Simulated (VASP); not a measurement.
Wanted: the native input for a VASP 6.6.1 run.

| Quantity | Value |
| --- | --- |
| Task | single point |
| Functional | PBEsol |
| Potentials or basis | VASP PAW PBE potentials, release 64 (Zr_sv, N) |
| Cutoff | 520 eV |
| k mesh | 4 × 4 × 6 |
| Occupations | gaussian, width 0.1 eV |
| Spin | no spin polarisation |
| Dipole correction | no |
| Further INCAR settings | ALGO = Normal; EDIFF = 1e-06; NBANDS = 38 |

The structure of Zr2N lies in POSCAR:

```
Zr2N
1.0
    5.3699563153      0.0000006106      0.0000083173
    0.0000006106      5.3698322976     -0.0000005081
    0.0000050826     -0.0000003105      3.2712399687
Zr N
4 2
Direct
    0.2910834143      0.3046040231      0.0076259394
    0.6996218715      0.7131965553      0.0076271147
    0.7910851141      0.2131975180      0.5076256033
    0.1996211923      0.8046029488      0.5076275672
   -0.0046474243      0.0089003863      0.0076266886
    0.4953520218      0.5088992586      0.5076271690
```

These files were run (other wordings do the same):

INCAR

```
SYSTEM = Zr2N
ALGO = Normal ; EDIFF = 1E-6
ENCUT = 520 ; GGA = PS
ISIF = 2 ; ISMEAR = 0
LASPH = .True. ; LCHARG = .False.
LREAL = .False. ; LWAVE = .False.
NBANDS = 38 ; NELM = 60
PREC = Accurate ; SIGMA = 0.1
```

KPOINTS

```
k-points
0
Gamma
  4 4 6
  0 0 0
```

Potentials or basis: VASP PAW PBE potentials, release 64 (Zr_sv, N).

Command:

```bash
$ cat potpaw_PBE.64/Zr_sv/POTCAR potpaw_PBE.64/N/POTCAR > POTCAR
$ mpirun -np 1 vasp_std > vasp.out
```

Results of the run:

| Property | Result |
| --- | --- |
| Pressure | 0.2 GPa |
| Largest force | 0.005 eV/Å |
| Band gap on the k mesh | zero (bands 29 and 30 overlap by 2.58 eV) |

Caveat: the PAW data sets were made with another functional, which shifts forces and pressure a little.

Wall time 42 s on 1 thread of Intel(R) Xeon(R) 6975P-C (Granite Rapids), with other jobs on the host, peak memory 0.24 GiB.
